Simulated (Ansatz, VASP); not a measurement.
## N in VASP and in Ansatz

```
CELL_PARAMETERS angstrom
-3.52692 0.00000 0.00000
-1.76346 -3.05440 0.00000
-0.73478 1.27267 13.35050
ATOMIC_POSITIONS crystal
N 0.94348 0.72318 0.93564
N 0.15650 0.51017 0.42440
N 0.97763 0.68904 0.85369
N 0.19064 0.47602 0.34245
N 0.59634 0.73699 0.16878
N 0.38333 0.95001 0.68002
N 0.63049 0.70285 0.08683
N 0.41747 0.91586 0.59807
```

Alike in both runs: task single point; functional LDA; k mesh 7 × 7 × 2; occupations gaussian, width 0.05 eV; no spin polarisation.

|  | VASP | Ansatz |
| --- | --- | --- |
| version | VASP 6.6.1 | Ansatz 0.2.0 |
| potentials or method | VASP PAW LDA potentials, release 64 (N), cutoff 520 eV | scalar-relativistic, plane waves, PAW |
| valence electrons in the cell | 40 | 40 |

```tsv
	VASP	Ansatz	Ansatz less VASP
gap on the k mesh at the Fermi level (eV)	5.59	5.64	+0.054
least direct gap on the mesh (eV)	5.59	5.64	+0.054
pressure (GPa)	3.8	1.4	-2.32
traceless stress, the component that is largest in VASP (GPa)	7.03	2.03	-4.994
rms of the force components (eV/Å)	0.893	0.469	-0.4239
```

LDA's correlation is that of Perdew and Zunger in VASP and of Perdew and Wang (1992) in Ansatz. Atom by atom the forces differ by 0.886 eV/Å (rms over components).

Noted on VASP's run: the standard files for N, O and F lose accuracy on very short bonds.
